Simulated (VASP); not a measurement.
Runs of VASP 6.6.1 on NaH. The structure is that of space group Fm-3m (No. 225), or close to it. The cells are those of the table. 

```tsv
task	cell	k mesh for the DOS	occupations for the DOS	gap on the mesh (eV)	pressure (GPa)
single point	a = 3.311 Å, angles 60.0°, 2 atoms	-	-	3.92	2.6
single point	a = 3.382 Å, angles 60.0°, 2 atoms	-	-	3.81	(b)
single point	a = 3.527 Å, angles 60.0°, 2 atoms	-	-	3.61	-1.9
single point	a = 3.274 Å, angles 60.0°, 2 atoms	-	-	3.98	3.8
single point	a = 3.484 Å, angles 60.0°, 2 atoms	-	-	3.66	-1.3
single point	a = 3.417 Å, angles 60.0°, 2 atoms	-	-	3.76	0.0
single point	a = 3.347 Å, angles 60.0°, 2 atoms	-	-	3.87	1.6
single point	a = 3.451 Å, angles 60.0°, 2 atoms	-	-	3.71	-0.6
single point	a = 3.542, b = 3.542, c = 3.405 Å, angles 58.7, 58.7, 60.0°, 2 atoms	-	-	3.56	(a)
```

Alike in all rows: level PBE; potentials or basis VASP PAW PBE potentials, release 64 (Na_pv, H); no spin polarisation; k mesh 8 × 8 × 8; cutoff (eV) 520; smearing gaussian 0.02 eV.

Problem. Estimate the missing entries.

Solution. (a) -1.1; (b) 0.7.

A k mesh can miss the band edges.
